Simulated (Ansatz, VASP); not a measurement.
SiO2 in VASP and in Ansatz

POSCAR

```
SiO2
1.0
    4.9860000000      0.0000000000      0.0000000000
    0.0000000000      4.9860000000      0.0000000000
    0.0000000000      0.0000000000      6.9770000000
Si O
4 8
Direct
    0.3031541453      0.3031541453      0.0000000000
    0.1968458547      0.8031541453      0.2500000000
    0.6968458547      0.6968458547      0.5000000000
    0.8031541453      0.1968458547      0.7500000000
    0.2376437287      0.1126727351      0.1830633610
    0.3873272649      0.7376437287      0.4330633610
    0.7623562713      0.8873272649      0.6830633610
    0.6126727351      0.2623562713      0.9330633610
    0.7376437287      0.3873272649      0.5669366390
    0.8873272649      0.7623562713      0.3169366390
    0.2623562713      0.6126727351      0.0669366390
    0.1126727351      0.2376437287      0.8169366390
```

Contents of INCAR.step1:

```
SYSTEM = SiO2
PREC = Accurate
ENCUT = 520
ISMEAR = -1
SIGMA = 0.02
LREAL = .FALSE.
LASPH = .TRUE.
NELM = 100
NBANDS = 44
GGA = PE
ALGO = Normal
EDIFF = 1E-4
LWAVE = .TRUE.
LCHARG = .FALSE.
```

INCAR.step2

```
SYSTEM = SiO2
PREC = Accurate
ENCUT = 520
EDIFF = 1E-8
ISMEAR = -1
SIGMA = 0.02
LREAL = .FALSE.
LASPH = .TRUE.
NELM = 100
ALGO = Normal
ISIF = 2
LWAVE = .FALSE.
LCHARG = .FALSE.
METAGGA = R2SCAN
LMIXTAU = .TRUE.
LEFG = .TRUE.
NBANDS = 44
ISTART = 1
```

The input KPOINTS:

```
Automatic mesh
0
G
  5 5 4
  0 0 0
```

Input for Ansatz:

```yaml
crystal:
  lattice:
    - [4.986, 0.0, 0.0]
    - [0.0, 4.986, 0.0]
    - [0.0, 0.0, 6.977]
  atoms:
    - { symbol: Si, position: [0.3031541453, 0.3031541453, 0.0] }
    - { symbol: Si, position: [0.1968458547, 0.8031541453, 0.25] }
    - { symbol: Si, position: [0.6968458547, 0.6968458547, 0.5] }
    - { symbol: Si, position: [0.8031541453, 0.1968458547, 0.75] }
    - { symbol: O, position: [0.2376437287, 0.1126727351, 0.183063361] }
    - { symbol: O, position: [0.3873272649, 0.7376437287, 0.433063361] }
    - { symbol: O, position: [0.7623562713, 0.8873272649, 0.683063361] }
    - { symbol: O, position: [0.6126727351, 0.2623562713, 0.933063361] }
    - { symbol: O, position: [0.7376437287, 0.3873272649, 0.566936639] }
    - { symbol: O, position: [0.8873272649, 0.7623562713, 0.316936639] }
    - { symbol: O, position: [0.2623562713, 0.6126727351, 0.066936639] }
    - { symbol: O, position: [0.1126727351, 0.2376437287, 0.816936639] }
kpoints:
  mp_grid: { grid: [5, 5, 4] }
scf:
  occupations: { method: fermi_dirac, width: 0.02 }
hamiltonian:
  xc: r2scan
  pseudopotentials: { kind: paw, frozen_core: stored }
output:
  forces: true
  stress: true
  populations: true
  efg: { quadrupole_moments_barn: { O: -0.02558 } }
  write_density: true
  write_potential: true
  elf: true
  volumetric_format: npy
```

Alike in both runs: task electric field gradients; functional r2SCAN; k mesh 5 × 5 × 4; occupations fermi-dirac, width 0.02 eV; no spin polarisation.

|  | VASP | Ansatz |
| --- | --- | --- |
| version | VASP 6.6.1 | Ansatz 0.2.0 |
| potentials or method | VASP PAW PBE potentials, release 64 (Si, O) | plane-wave PAW, scalar-relativistic |
| plane-wave cutoff (eV) | 520 | 500 |
| valence electrons in the cell | 64 | 64 |

|  | VASP | Ansatz | Ansatz less VASP |
| --- | --- | --- | --- |
| gap on the k mesh at the Fermi level (eV) | 6.25 | 6.25 | 0.000 |
| pressure (GPa) | -3.4 | -3.8 | -0.43 |
| traceless stress, the component that is largest in VASP (GPa) | -0.53 | -0.51 | +0.021 |
| rms of the force components (eV/Å) | 0.135 | 0.141 | +0.0056 |
| size of Vzz on the site where it differs most (V/Å²) | 89.3 | 97.4 | +8.09 |

VASP's potentials were made for PBE, not for r2SCAN. Atom by atom the forces differ by 0.012 eV/Å (rms over components). The functional is the same, so the differences come from potentials, cutoffs and numerics.
